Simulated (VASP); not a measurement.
**B7C: single point with PBE**

Crystal: B7C.

```
B C
1.0
     0.00000    2.86748    2.86748
     2.86748    0.00000    2.86748
     2.86748    2.86748    0.00000
B C
7 1
Cartesian
  0.0000 1.4337 1.4337
  2.8675 1.4337 1.4337
  1.4337 0.0000 1.4337
  1.4337 2.8675 1.4337
  1.4337 1.4337 0.0000
  1.4337 1.4337 2.8675
  2.8675 2.8675 2.8675
  0.0000 0.0000 0.0000
```

```yaml
Program: VASP 6.6.1
Task: single point
Functional: PBE
Potentials_or_basis: VASP PAW PBE potentials, release 64 (B, C)
Cutoff: 520 eV
k_mesh: 12 × 12 × 12
Occupations: gaussian, width 0.1 eV
Spin: no spin polarisation
```

| Item | Value |
| --- | --- |
| Pressure | 0.0 GPa |

Levels at points of the mesh, in eV from the Fermi level:
```tsv
k point	band 9	band 10	band 11	band 12	band 13	band 14	band 15	band 16
(0.00, 0.00, 0.00)	-7.69	-5.80	-5.80	-5.80	-1.69	-0.42	-0.42	4.45
(0.50, 0.00, 0.00)	-3.22	-2.89	-1.84	-1.84	-1.57	-1.57	3.89	4.46
(0.50, 0.50, 0.00)	-3.13	-3.13	-1.51	0.04	0.33	0.39	1.02	1.02
```

Run time: 86 s on 1 thread of AMD EPYC 7R43 64-Core Processor (Zen 3), on a shared host, peak memory 0.16 GiB.
